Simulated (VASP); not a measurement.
# SnSe2: single point with PBE+D3(BJ)

Crystal: SnSe2.

```xyz
3
Lattice="3.7868 0.0000 0.0000 -1.8934 3.2794 0.0000 0.0000 0.0000 5.6227" Properties=species:S:1:pos:R:3 pbc="T T T"
Sn    0.0000    0.0000    0.0000
Se    0.0000    2.1863    1.5912
Se    1.8934    1.0931    4.0316
```

This cell differs from its parent crystal: volume scaled by 0.91, then relaxed in part.

```yaml
Program: VASP 6.6.1
Task: single point
Functional: PBE
Dispersion: D3(BJ)
Potentials_or_basis: VASP PAW PBE potentials, release 64 (Sn_d, Se)
Cutoff: 520 eV
k_mesh: 12 × 12 × 6
Occupations: gaussian, width 0.02 eV
Spin: no spin polarisation
```

```
Pressure                   : 4.1 GPa
Largest force              : 0.011 eV/Å
Band gap on the k mesh     : zero (band 13 reaches 5.87 eV, above the bottom of band 14 at 5.81 eV)
Dispersion energy per atom : -0.402 eV
```

Forces in eV/Å, atoms in the order of the input:
```
Sn   0.000  0.000  0.000
Se   0.000  0.000  0.011
Se   0.000  0.000 -0.011
```

Stress tensor (GPa, compression positive):
```
4.17 0.00 0.00
0.00 4.17 0.00
0.00 0.00 4.08
```

Levels at points of the mesh, in eV from the Fermi level:
```csv
k point,band 10,band 11,band 12,band 13,band 14,band 15,band 16,band 17
"(0.00, 0.00, 0.00)",-1.11,-1.05,-1.05,-0.18,0.51,2.72,4.34,4.34
"(0.50, 0.00, 0.00)",-4.10,-3.30,-2.60,-0.56,1.17,3.17,4.23,4.28
"(0.00, 0.00, 0.50)",-1.40,-1.40,-0.57,-0.57,2.51,2.57,3.65,3.65
"(0.50, 0.00, 0.50)",-2.72,-2.31,-1.73,-1.69,0.61,3.46,4.28,5.55
```

Wall time 80 s on 1 thread of Intel(R) Xeon(R) Platinum 8488C (Sapphire Rapids), on a shared host, peak memory 0.27 GiB.

Caveat: spin-orbit coupling is left out, which moves the levels of the heavy elements; pairwise dispersion overbinds metals, which lowers pressure and volume.
